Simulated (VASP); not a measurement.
Crystal: PbW.

```xyz
2
Lattice="0.0000 2.8763 2.8763 2.8763 0.0000 2.8763 2.8763 2.8763 0.0000" Properties=species:S:1:pos:R:3 pbc="T T T"
Pb    0.0000    0.0000    0.0000
W     2.8763    2.8763    2.8763
```

```yaml
Program: VASP 6.6.1
Task: relaxation of cell and atoms
Functional: PBE
Potentials_or_basis: VASP PAW PBE potentials, release 64 (Pb_d, W_sv)
Cutoff: 600 eV
k_mesh: 6 × 6 × 6
Occupations: gaussian, width 0.1 eV
Spin: no spin polarisation
```

At the start: pressure -4.3 GPa; volume 23.80 Å³/atom.

**Question.** Where does the relaxation end?

**Answer.** Over 3 steps the energy falls by 13.9 meV/atom and the volume is 22.82 Å³/atom (-4.1 %); space group Fm-3m (No. 225, to 0.1 Å) before and after.

The path:
```
step  energy change (eV)  largest force (eV/Å)  pressure (GPa)  volume (Å³)
   1              0.0000                0.0000           -4.32        47.59
   2              0.0182                0.0000            6.72        43.31
   3             -0.0277                0.0000           -0.04        45.64
```

Final structure:
```xyz
2
Lattice="0.0000 2.8364 2.8364 2.8364 0.0000 2.8364 2.8364 2.8364 0.0000" Properties=species:S:1:pos:R:3 pbc="T T T"
Pb    0.0000    0.0000    0.0000
W     2.8364    2.8364    2.8364
```
